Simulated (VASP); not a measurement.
Here is a VASP 6.6.1 calculation.

The input INCAR:

```
SYSTEM = Mg2Sn
ALGO     = Normal         ! electronic algorithm
EDIFF    = 1E-6           ! SCF threshold, eV
ENCUT    = 600            ! plane-wave cutoff, eV
GGA      = PE             ! functional
GGA_COMPAT= .FALSE.      
ISIF     = 2              ! what is computed and relaxed
ISMEAR   = 0              ! smearing method
LASPH    = .TRUE.         ! aspherical terms in the spheres
LCHARG   = .FALSE.        ! write CHGCAR
LREAL    = .FALSE.        ! projectors in reciprocal space
LWAVE    = .FALSE.        ! write WAVECAR
NBANDS   = 16             ! bands
NELM     = 120            ! most SCF steps
PREC     = Accurate       ! precision mode
SIGMA    = 0.1            ! smearing width, eV
```

KPOINTS

```
k-points
0
G
  6 6 6
  0 0 0
```

File POSCAR:

```
Mg2Sn
1.0
    0.0000000000      3.3801536900      3.3801536900
    3.3801536900      0.0000000000      3.3801536900
    3.3801536900      3.3801536900      0.0000000000
Mg Sn
2 1
Direct
    0.2500000000      0.2500000000      0.2500000000
    0.7500000000      0.7500000000      0.7500000000
    0.0000000000      0.0000000000      0.0000000000
```

Potentials or basis: VASP PAW PBE potentials, release 64 (Mg, Sn_d).

Launch:

```sh
$ cat potpaw_PBE.64/Mg/POTCAR potpaw_PBE.64/Sn_d/POTCAR > POTCAR
$ mpirun -np 1 vasp_std > vasp.out
```

Estimate the pressure.

1.0 GPa.

Predict the band gap on the k mesh.

zero (bands 9 and 10 overlap by 0.16 eV).

Caveat: spin-orbit coupling is left out, which moves the levels of the heavy elements.
